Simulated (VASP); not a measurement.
Input of a VASP 6.6.1 run:

Contents of INCAR:

```
PREC = Accurate
ENCUT = 520
EDIFF = 1E-6
ISMEAR = 0
SIGMA = 0.1
LREAL = False
LASPH = True
NELM = 80
ALGO = Normal
ISIF = 2
LWAVE = False
LCHARG = False
GGA = PE
NBANDS = 24
```

File KPOINTS:

```
regular mesh
0
Gamma
  8 8 8
```

POSCAR

```
Al3N
1.0
    5.0771886137      0.0000000000      0.0000000000
    0.0000000000      4.5223680124      2.5792109970
    0.0000000000     -4.5223680124      2.5792109970
Al N
6 2
Direct
    0.7661577323      0.1291263991      1.0027923068
    0.7661577323      0.5027923068      0.6291263991
    0.2338422677      0.6291263991      0.5027923068
    0.2338422677      1.0027923068      0.1291263991
    0.2936298013      0.2871107221      0.7871107221
    0.7063701987      0.7871107221      0.2871107221
    0.6470157105      0.4196228557      0.9196228557
    0.3529842895      0.9196228557      0.4196228557
```

Potentials or basis: VASP PAW PBE potentials, release 64 (Al, N).

Launch:

```sh
$ cat potpaw_PBE.64/Al/POTCAR potpaw_PBE.64/N/POTCAR > POTCAR
$ mpirun -np 1 vasp_std > vasp.out
```

Question: Estimate the largest force.

Answer: 0.009 eV/Å.

Question: Estimate the pressure.

Answer: -0.1 GPa.

Question: Estimate the band gap on the k mesh.

Answer: Zero (bands 14 and 15 overlap by 1.45 eV).

Forces on the atoms (eV/Å):
```
Al  -0.001  0.003  0.001
Al  -0.001 -0.003  0.001
Al   0.001  0.003  0.001
Al   0.001 -0.003  0.001
Al   0.008  0.000 -0.004
Al  -0.008  0.000 -0.004
N    0.007  0.000  0.003
N   -0.007  0.000  0.003
```
